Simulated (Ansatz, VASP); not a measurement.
**One calculation of Te, two programs**

```
CELL_PARAMETERS angstrom
4.24817 -2.37908 0.00000
4.24817 2.37908 0.00000
-0.13088 0.00000 3.97050
ATOMIC_POSITIONS crystal
Te 0.67600 0.67600 0.67500
Te 0.32400 0.32400 0.32500
Te 0.00000 0.00000 0.00000
```

Change from the starting cell: volume scaled by 1.01.

Alike in both runs: task single point; functional PBE; k mesh 8 × 8 × 8; occupations fermi-dirac, width 0.05 eV; no spin polarisation.

```csv
,VASP,Ansatz
version,VASP 6.6.1,Ansatz 0.2.0
potentials or method,"VASP PAW PBE potentials, release 64 (Te), cutoff 520 eV","all-electron LAPW, scalar-relativistic"
```

```csv
,VASP,Ansatz,Ansatz less VASP
pressure (GPa),8.4,8.5,+0.07
"traceless stress, the component that is largest in VASP (GPa)",1.00,1.00,+0.002
rms of the force components (eV/Å),0.225,0.223,-0.0015
```

Atom by atom the forces differ by 0.002 eV/Å (rms over components). Ansatz ran all-electron here, and VASP with PAW potentials.

Neither program's run includes spin-orbit coupling.
